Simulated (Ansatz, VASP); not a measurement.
**CsSnI3 in VASP and in Ansatz**

```
CELL_PARAMETERS angstrom
6.20570 0.00000 0.00000
0.00000 6.20570 0.00000
0.00000 0.00000 6.20570
ATOMIC_POSITIONS crystal
Cs 0.00000 0.00000 0.00000
I 0.50000 0.50000 0.00000
I 0.50000 0.00000 0.50000
I 0.00000 0.50000 0.50000
Sn 0.50000 0.50000 0.50000
```

Alike in both runs: functional LDA; k mesh 5 × 5 × 5; occupations fermi-dirac, width 0.05 eV; no spin polarisation.

|  | VASP | Ansatz |
| --- | --- | --- |
| version | VASP 6.6.1 | Ansatz 0.2.0 |
| potentials or method | VASP PAW LDA potentials, release 64 (Cs_sv, I, Sn_d), cutoff 520 eV | all-electron LAPW, scalar-relativistic |
| task | single point | band structure |

```csv
,VASP,Ansatz,Ansatz less VASP
pressure (GPa),-1.6,-1.6,+0.01
```

LDA's correlation is that of Perdew and Zunger in VASP and of Perdew and Wang (1992) in Ansatz. Ansatz ran all-electron here, and VASP with PAW potentials.

Spin-orbit coupling is off throughout.
